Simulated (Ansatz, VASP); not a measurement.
**GaMo in VASP and in Ansatz**

```
Ga Mo
1.0
     0.00000    2.56567    2.56567
     2.56567    0.00000    2.56567
     2.56567    2.56567    0.00000
Ga Mo
1 1
Direct
  0.00000 0.00000 0.00000
  0.50000 0.50000 0.50000
```

Alike in both runs: functional PBE; k mesh 6 × 6 × 6; occupations gaussian, width 0.2 eV; no spin polarisation.

Ansatz relaxed the structure, and its values are those at the end. VASP's run is a single point on that final structure, the one shown.

```csv
,VASP,Ansatz
version,VASP 6.6.1,Ansatz 0.2.0
potentials or method,"VASP PAW PBE potentials, release 64 (Ga_d, Mo_sv), cutoff 520 eV","scalar-relativistic, plane waves, PAW"
valence electrons in the cell,27,27
```

VASP gave:

```
gap on the k mesh at the Fermi level (eV) : none
pressure (GPa)                            : -0.1
```

What did Ansatz give for the same quantities?

gap on the k mesh at the Fermi level (eV): none; pressure (GPa): -0.5.

A gap of «none» marks a metal or a gap that the smearing closes.
